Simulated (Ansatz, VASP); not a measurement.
**One calculation of CuO, two programs**

```
Cu O
1.0
     2.34185   -1.71130    0.00000
     2.34185    1.71130    0.00000
    -0.85003    0.00000    5.05787
Cu O
2 2
Direct
  0.00000 0.50000 0.00000
  0.50000 0.00000 0.50000
  0.58160 0.41840 0.25000
  0.41840 0.58160 0.75000
```

Alike in both runs: task single point; functional PBE; k mesh 6 × 6 × 4; occupations gaussian, width 0.1 eV; collinear spin.

|  | VASP | Ansatz |
| --- | --- | --- |
| version | VASP 6.6.1 | Ansatz 0.2.0 |
| potentials or method | VASP PAW PBE potentials, release 64 (Cu, O), cutoff 520 eV | scalar-relativistic, plane waves, PAW |
| valence electrons in the cell | 34 | 50 |

```tsv
	VASP	Ansatz	Ansatz less VASP
gap on the k mesh at the Fermi level (eV)	none	none	-
pressure (GPa)	6.4	5.8	-0.66
traceless stress, the component that is largest in VASP (GPa)	-1.20	-1.14	+0.064
rms of the force components (eV/Å)	0.100	0.118	+0.0177
net moment per atom (μB)	0.00	0.00	-0.001
```

Atom by atom the forces differ by 0.018 eV/Å (rms over components). A gap of «none» marks a metal or a gap that the smearing closes. VASP's potentials hold 34 valence electrons a cell and Ansatz's 50, so a difference there can come from the potentials and not from the codes. Ansatz's warnings: seeded moment not kept.

The k mesh is coarse, so the values compare programs but aren't converged.
